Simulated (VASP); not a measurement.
A run of VASP 6.6.1 is set up as follows.

Contents of INCAR:

```
SYSTEM = SiW12
PREC = Accurate ; ENCUT = 520
EDIFF = 1E-6 ; ISMEAR = 0
SIGMA = 0.1 ; LREAL = .False.
LASPH = .True. ; NELM = 60
ALGO = Normal ; ISIF = 2
LWAVE = .False. ; LCHARG = .False.
LDIPOL = .True. ; IDIPOL = 3
DIPOL = 0.5 0.5 0.304 ; GGA = PE
IVDW = 12 ; NBANDS = 98
```

Contents of KPOINTS:

```
regular mesh
0
Gamma
  5 5 1
  0 0 0
```

The input POSCAR:

```
SiW12
1.0
    5.6644156868      0.0000000000      0.0000000000
    0.0000000000      5.6644156868      0.0000000000
    0.0000000000      0.0000000000     21.1500668291
W Si
12 1
Direct
    0.2500000000      0.2500000000      0.1891246979
    0.2500000000      0.7500000000      0.1891246979
    0.7500000000      0.2500000000      0.1891246979
    0.7500000000      0.7500000000      0.1891246979
    0.0000000000      0.0000000000      0.2848852803
    0.0000000000      0.5000000000      0.2848852803
    0.5000000000      0.0000000000      0.2848852803
    0.5000000000      0.5000000000      0.2848852803
    0.2500000000      0.2500000000      0.3806166143
    0.2500000000      0.7500000000      0.3806166143
    0.7500000000      0.2500000000      0.3806166143
    0.7500000000      0.7500000000      0.3806166143
    0.4166666667      0.4166666667      0.5271882552
```

Potentials or basis: VASP PAW PBE potentials, release 64 (W_sv, Si).

Launch:

```bash
$ cat potpaw_PBE.64/W_sv/POTCAR potpaw_PBE.64/Si/POTCAR > POTCAR
$ mpirun -np 1 vasp_std > vasp.out
```

Question: Predict the dispersion energy per atom.

Answer: -0.395 eV.

Question: Predict the largest force.

Answer: 2.855 eV/Å.

Forces on the atoms (eV/Å):
```
W   -0.037 -0.037  0.175
W   -0.010  0.052  0.086
W    0.052 -0.010  0.086
W    0.033  0.033  0.071
W   -0.046 -0.046 -0.398
W   -0.090  0.124 -0.240
W    0.124 -0.090 -0.240
W    0.010  0.010 -0.033
W    0.115  0.115  1.491
W    0.043 -0.069  0.719
W   -0.069  0.043  0.719
W   -0.060 -0.060  0.418
Si  -0.065 -0.065 -2.854
```
